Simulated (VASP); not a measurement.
Set up this calculation in VASP 6.6.1, as the native input.

* Task: single point
* Functional: LDA
* Potentials or basis: VASP PAW LDA potentials, release 64 (Cu, V_sv, S)
* Cutoff: 520 eV
* k mesh: 6 × 6 × 6
* Occupations: gaussian, width 0.05 eV
* Spin: collinear spin
* Starting moments: [-0.07, 2.43, -0.1, -0.1] μB
* Hubbard terms: V d U = 7.0 eV
* Dipole correction: no
* Further INCAR settings: ALGO = Normal; EDIFF = 1e-06; NBANDS = 30

The structure of VCuS2 lies in POSCAR:

```
VCuS2
1.0
    1.7937081300      1.0355978700      6.5118449900
   -1.7937081300      1.0355978700      6.5118449900
    0.0000000000     -2.0711957400      6.5118449900
Cu V S
1 1 2
Direct
    0.5000000000      0.5000000000      0.5000000000
    0.0000000000      0.0000000000      0.0000000000
    0.2667000000      0.2667000000      0.2667000000
    0.7333000000      0.7333000000      0.7333000000
```

These files were run (other wordings do the same):

INCAR

```
PREC     = Accurate       # precision mode
ENCUT    = 520            # plane-wave cutoff, eV
EDIFF    = 1E-6           # SCF threshold, eV
ISMEAR   = 0              # smearing method
SIGMA    = 0.05           # smearing width, eV
LREAL    = False          # projectors in reciprocal space
LASPH    = True           # aspherical terms in the spheres
NELM     = 150            # most SCF steps
ALGO     = Normal         # electronic algorithm
ISIF     = 2              # what is computed and relaxed
LWAVE    = False          # write WAVECAR
LCHARG   = True           # write CHGCAR
ISPIN    = 2              # spin polarisation
MAGMOM   = -0.07 2.43 -0.1 -0.1 # initial moments
LORBIT   = 11             # projections on sites
LMAXMIX  = 4              # l up to which the mixer works
LDAU     = True           # DFT+U
LDAUTYPE = 2            
LDAUL    = -1 2 -1        # shell
LDAUU    = 0 7 0          # U, eV
LDAUJ    = 0 0 0        
LDAUPRINT= 1            
LELF     = True           # ELF
LVHAR    = True         
NBANDS   = 30             # bands
```

KPOINTS

```
Automatic mesh
0
Gamma
  6 6 6
```

Potentials or basis: VASP PAW LDA potentials, release 64 (Cu, V_sv, S).

Run with:

```console
$ cat potpaw_LDA.64/Cu/POTCAR potpaw_LDA.64/V_sv/POTCAR potpaw_LDA.64/S/POTCAR > POTCAR
$ mpirun -np 1 vasp_std > vasp.out
```

It gave:

```
Pressure                                              : -4.4 GPa
Largest force                                         : 2.146 eV/Å
Net moment                                            : 2.12 μB per cell
Site moments                                          : Cu -0.17; V +2.49; S -0.17 μB
Valence electrons inside the program's atomic spheres : Cu 9.65; V 11.43; S 3.72
```

Caveat: the stress differs along the axes, from -9 to -2 GPa; a cell with one magnetic atom can't hold antiferromagnetic order, which such compounds often take; forces of over 1 eV/Å act on the atoms, so gaps and moduli don't describe the material at rest.

Run time: 32 min on 1 thread of Intel(R) Xeon(R) 6975P-C (Granite Rapids), with other jobs on the host, peak memory 0.38 GiB.
